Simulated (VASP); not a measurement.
# Al (P6_3/mmc) in VASP: notebook, part 2 of 2

VASP 6.6.1.

## Step 3: Single point, r2SCAN

Input file POSCAR:

```
Al
1.0
    2.7885521252      0.0000000000      0.0000000000
   -1.3942760626      2.4149569802      0.0000000000
    0.0000000000      0.0000000000      4.7157882584
Al
2
Direct
    0.3333333333      0.6666666667      0.2500000000
    0.6666666667      0.3333333333      0.7500000000
```

Input file INCAR.step1:

```
SYSTEM = Al
ALGO     = Normal         ! electronic algorithm
EDIFF    = 1E-5           ! SCF threshold, eV
ENCUT    = 550            ! plane-wave cutoff, eV
GGA      = PE             ! functional
GGA_COMPAT= .False.      
ISMEAR   = -1             ! smearing method
LASPH    = .True.         ! aspherical terms in the spheres
LCHARG   = .False.        ! write CHGCAR
LREAL    = .False.        ! projectors in reciprocal space
LWAVE    = .True.         ! write WAVECAR
NBANDS   = 10             ! bands
NELM     = 120            ! most SCF steps
PREC     = Accurate       ! precision mode
SIGMA    = 0.05           ! smearing width, eV
```

Input file INCAR.step2:

```
SYSTEM = Al
ALGO     = Normal         ! electronic algorithm
EDIFF    = 1E-6           ! SCF threshold, eV
ENCUT    = 550            ! plane-wave cutoff, eV
GGA_COMPAT= .False.      
ISIF     = 2              ! what is computed and relaxed
ISMEAR   = -1             ! smearing method
ISTART   = 1            
LASPH    = .True.         ! aspherical terms in the spheres
LCHARG   = .False.        ! write CHGCAR
LMIXTAU  = .True.       
LREAL    = .False.        ! projectors in reciprocal space
LWAVE    = .False.        ! write WAVECAR
METAGGA  = R2SCAN         ! meta-GGA
NBANDS   = 10             ! bands
NELM     = 120            ! most SCF steps
PREC     = Accurate       ! precision mode
SIGMA    = 0.05           ! smearing width, eV
```

Input file KPOINTS:

```
k-points
0
Gamma
  8 8 5
  0 0 0
```

Potentials or basis: VASP PAW PBE potentials, release 64 (Al).

Run with:

```
$ cat potpaw_PBE.64/Al/POTCAR > POTCAR
$ cp INCAR.step1 INCAR
$ mpirun -np 1 vasp_std > vasp.out
$ cp INCAR.step2 INCAR
$ mpirun -np 1 vasp_std > vasp.out
```

OUTCAR:

```text
SYSTEM = Al
   EDIFF = 1E-6
   ENCUT = 550
   ISIF = 2
   ISMEAR = -1
   ISTART = 1
   LASPH = .True.
   LREAL = .False.
   METAGGA = R2SCAN
   NELM = 120
   PREC = Accurate

 ion  position               nearest neighbor table
   1  0.333  0.667  0.250-   2 2.86   2 2.86   2 2.86   2 2.86   2 2.86   2 2.86
   2  0.667  0.333  0.750-   1 2.86   1 2.86   1 2.86   1 2.86   1 2.86   1 2.86

  LATTYP: Found a hexagonal cell.
 ALAT       =     2.7885521252
 C/A-ratio  =     1.6911242992

  Lattice vectors:

 A1 = (   2.7885521252,   0.0000000000,   0.0000000000)
 A2 = (  -1.3942760626,   2.4149569802,   0.0000000000)
 A3 = (   0.0000000000,   0.0000000000,   4.7157882584)

Analysis of symmetry for initial positions (statically):
=====================================================================
 Subroutine PRICEL returns:
 Original cell was already a primitive cell.

 Routine SETGRP: Setting up the symmetry group for a
 hexagonal supercell.

 Subroutine GETGRP returns: Found 24 space group operations
 (whereof 12 operations were pure point group operations)
 out of a pool of 24 trial point group operations.

The static configuration has the point symmetry D_3d.
 The point group associated with its full space group is D_6h.

Analysis of symmetry for dynamics (positions and initial velocities):
=====================================================================
 Subroutine PRICEL returns:
 Original cell was already a primitive cell.

 Routine SETGRP: Setting up the symmetry group for a
 hexagonal supercell.

 Subroutine GETGRP returns: Found 24 space group operations
 (whereof 12 operations were pure point group operations)
 out of a pool of 24 trial point group operations.

The dynamic configuration has the point symmetry D_3d.
 The point group associated with its full space group is D_6h.

 Subroutine INISYM returns: Found 24 space group operations
 (whereof 12 operations are pure point group operations),
 and found     1 'primitive' translations

[... 119 lines left out ...]
   METAGGA = R2SCAN    functional components
   LHFCALC =     F    Hartree Fock is set to
   AEXX    =    0.0000 exact exchange contribution
   IVDW    =     0    specifies the selected vdW correction
   LEPSILON=     F    determine dielectric tensor
   LRPA    =     F    only Hartree local field effects (RPA)
 non-spin polarized calculation
  energy-cutoff  :      550.00
  volume of cell :       31.76
 maximum number of plane-waves:       942
 NGX is ok and might be reduce to    24
   NGX = 11   NGY = 11   NGZ = 19

 number of electron       6.0000000 magnetization

 Free energy of the ion-electron system (eV)
  ---------------------------------------------------
  ext. energy  EPLUGINS =         0.00000000
  ---------------------------------------------------
  free energy    TOTEN  =       -13.37926898 eV

  energy without entropy =      -13.36904765  energy(sigma->0) =      -13.37415832

 E-fermi :   8.4826     XC(G=0): -11.0554

 val. band max:        8.4624465639   @ k =   0.2500   0.1250   0.2000
 cond. band min:       8.5236234619   @ k =   0.2500   0.2500   0.4000
 fundamental gap:      0.0611768980
 Fermi energy:         8.4826438716

 k-point     1 :       0.0000    0.0000    0.0000
  band No.  band energies     occupation
      1      -3.6975      2.00000
      2       3.0617      2.00000
      3       3.3778      2.00000
      4      20.7021      0.00000
      5      20.7021      0.00000
      6      20.7612      0.00000
      7      20.7612      0.00000
      8      20.8634      0.00000
      9      23.1371      0.00000
     10      24.3385      0.00000
[... 287 lines left out ...]
 k-point    24 :       0.3750    0.0000    0.4000
  band No.  band energies     occupation
      1       1.1345      2.00000
      2       2.4832      2.00000
      3       7.6094      2.00000
      4       8.9018      0.00046
      5      13.1277      0.00000
      6      16.3651      0.00000
      7      16.3918      0.00000
      8      17.5911      0.00000
      9      18.1415      0.00000
     10      18.9686      0.00000

 [... further k-points ...]

------------------------ aborting loop because EDIFF is reached ----------------------------------------

  FORCE on cell =-STRESS in cart. coord.  units (eV):
  Direction    XX          YY          ZZ          XY          YZ          ZX
  --------------------------------------------------------------------------------------
  -------------------------------------------------------------------------------------
  Total       -0.0679953     -0.0679953     -0.0636165      0.0000000      0.0000000      0.0000000
  in kB       -3.4304198     -3.4304198     -3.2095044      0.0000000      0.0000000      0.0000000
  external PRESSURE =      -3.3567813 kB  Pullay stress =       0.0000000 kB

 VOLUME and BASIS-vectors are now :
 -----------------------------------------------------------------------------
  energy-cutoff  :      550.00
  volume of cell :       31.76
      direct lattice vectors                 reciprocal lattice vectors
     2.788552125  0.000000000  0.000000000     0.358609040  0.207043026  0.000000000
    -1.394276063  2.414956980  0.000000000     0.000000000  0.414086051  0.000000000
     0.000000000  0.000000000  4.715788258     0.000000000  0.000000000  0.212053626

 POSITION                                       TOTAL-FORCE (eV/Angst)
 -----------------------------------------------------------------------------------
     -0.00000      1.60997      1.17895         0.000000      0.000000     -0.000000
      1.39428      0.80499      3.53684        -0.000000      0.000000      0.000000
 -----------------------------------------------------------------------------------
    total drift:                                0.000000     -0.000000     -0.000000

  FREE ENERGIE OF THE ION-ELECTRON SYSTEM (eV)
  ---------------------------------------------------
  free  energy   TOTEN  =       -13.3792689819 eV

  energy  without entropy=      -13.3690476525  energy(sigma->0) =      -13.37415832
```

OUTCAR.step1:

```text
SYSTEM = Al
   EDIFF = 1E-5
   ENCUT = 550
   GGA = PE
   ISMEAR = -1
   LASPH = .True.
   LREAL = .False.
[... 535 lines left out ...]
     -0.00000      1.60997      1.17895        -0.000000      0.000000      0.000000
      1.39428      0.80499      3.53684         0.000000      0.000000      0.000000
 -----------------------------------------------------------------------------------
    total drift:                                0.000000     -0.000000     -0.000000

  FREE ENERGIE OF THE ION-ELECTRON SYSTEM (eV)
  ---------------------------------------------------
  free  energy   TOTEN  =        -7.3795397894 eV

  energy  without entropy=       -7.3666582630  energy(sigma->0) =       -7.37309903
```

OSZICAR.step1:

```text
N       E                     dE             d eps       ncg     rms          rms(c)
DAV:   1     0.751432066759E+00    0.75143E+00   -0.25363E+03   600   0.510E+02
DAV:   2    -0.723327452285E+01   -0.79847E+01   -0.76281E+01   778   0.573E+01
DAV:   3    -0.743038760700E+01   -0.19711E+00   -0.19595E+00   796   0.729E+00
DAV:   4    -0.743131329132E+01   -0.92568E-03   -0.92038E-03   760   0.531E-01
DAV:   5    -0.743131940358E+01   -0.61123E-05   -0.61119E-05   718   0.463E-02    0.193E+00
DAV:   6    -0.740107113949E+01    0.30248E-01   -0.31357E-03   702   0.309E-01    0.112E+00
DAV:   7    -0.737963769124E+01    0.21433E-01   -0.89736E-03   650   0.485E-01    0.182E-01
DAV:   8    -0.737954398072E+01    0.93711E-04   -0.87000E-05   854   0.561E-02    0.263E-02
DAV:   9    -0.737953978943E+01    0.41913E-05   -0.17269E-06   426   0.728E-03
   1 F= -.73795398E+01 E0= -.73730990E+01  d E =-.128815E-01
```

Run time: 46 s. Hardware: 1 thread of Intel Xeon 8259CL, shared host; peak memory 0.15 GiB.

Results:

```
Free energy            : -13.3793 eV
Pressure               : -0.3 GPa
Band gap on the k mesh : zero (bands 3 and 4 overlap by 5.27 eV)
```

Caveat: the PAW data sets were made with another functional, which shifts forces and pressure a little.
